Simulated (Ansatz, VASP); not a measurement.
BaTiO3: VASP beside Ansatz

Contents of INCAR:

```
  PREC = Accurate
  ENCUT = 520
  EDIFF = 1E-8
  ISMEAR = 0
  SIGMA = 0.01
  LREAL = F
  LASPH = T
  NELM = 80
  ALGO = Normal
  ISIF = 2
  LWAVE = F
  LCHARG = F
  GGA = PE
  LEFG = T
  NBANDS = 28
```

KPOINTS

```
regular mesh
0
Gamma
  8 8 8
```

File POSCAR:

```
BaTiO3
1.0
    3.9852569688      0.0000000000      0.0000000000
    0.0000000000      3.9852569688      0.0000000000
    0.0000000000      0.0000000000      4.2022180370
Ba Ti O
1 1 3
Direct
    0.0000000000      0.0000000000     -0.0106979962
    0.5000000000      0.5000000000      0.4720516379
    0.5000000000      0.5000000000      0.0408797547
    0.5000000000      0.0000000000      0.5203833018
    0.0000000000      0.5000000000      0.5203833018
```

Input for Ansatz:

```yaml
crystal:
  lattice:
    - [3.9852569688, 0.0, 0.0]
    - [0.0, 3.9852569688, 0.0]
    - [0.0, 0.0, 4.202218037]
  atoms:
    - { symbol: Ba, position: [0.0, 0.0, -0.0106979962] }
    - { symbol: Ti, position: [0.5, 0.5, 0.4720516379] }
    - { symbol: O, position: [0.5, 0.5, 0.0408797547] }
    - { symbol: O, position: [0.5, 0.0, 0.5203833018] }
    - { symbol: O, position: [0.0, 0.5, 0.5203833018] }
basis:
  ecutwfc: 420
kpoints:
  mp_grid: { grid: [8, 8, 8] }
hamiltonian:
  xc: pbe
scf:
  occupations: { method: fixed }
output:
  forces: true
  stress: true
  eigenvalues: true
  efg: {}
  polarization: {}
checkpoint:
  read: start.run
  write: ck
  compress: false
  write_wavefunctions: false
  write_every: 100000
```

Alike in both runs: task electric field gradients; functional PBE; k mesh 8 × 8 × 8; no spin polarisation.

|  | VASP | Ansatz |
| --- | --- | --- |
| version | VASP 6.6.1 | Ansatz 0.2.0 |
| potentials or method | VASP PAW PBE potentials, release 64 (Ba_sv, Ti_sv, O), cutoff 520 eV | scalar-relativistic, plane waves, PAW |
| occupations | gaussian, width 0.01 eV | fixed |
| valence electrons in the cell | 40 | 40 |

```tsv
	VASP	Ansatz	Ansatz less VASP
gap on the k mesh at the Fermi level (eV)	1.79	1.84	+0.055
least direct gap on the mesh (eV)	2.36	2.39	+0.035
pressure (GPa)	1.6	0.0	-1.58
rms of the force components (eV/Å)	0.034	0.000	-0.0335
size of Vzz on the site where it differs most (V/Å²)	20.8	24.5	+3.67
```

Atom by atom the forces differ by 0.034 eV/Å (rms over components).

Neither program's run includes spin-orbit coupling.
